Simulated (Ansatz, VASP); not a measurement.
Two plane-wave programs on Tl

```
Tl
1.0
    -1.95600    1.95600    1.95600
     1.95600   -1.95600    1.95600
     1.95600    1.95600   -1.95600
Tl
1
Direct
  0.00000 0.00000 0.00000
```

Alike in both runs: functional PBEsol; dispersion D3(BJ); k mesh 10 × 10 × 10; occupations fermi-dirac, width 0.1 eV; non-collinear spin.

|  | VASP | Ansatz |
| --- | --- | --- |
| version | VASP 6.6.1 | Ansatz 0.2.0 |
| potentials or method | VASP PAW PBE potentials, release 64 (Tl_d) | PseudoDojo standard (PBEsol files) |
| plane-wave cutoff (eV) | 520 | 844 |
| valence electrons in the cell | 13 | 13 |
| task | single point | band structure |

|  | VASP | Ansatz | Ansatz less VASP |
| --- | --- | --- | --- |
| gap on the k mesh at the Fermi level (eV) | none | none | - |
| net moment per atom (μB) | 0.00 | 0.00 | 0.000 |

VASP's potentials were made for PBE, not for PBEsol. A gap of «none» marks a metal or a gap that the smearing closes.

Neither program's run includes spin-orbit coupling.
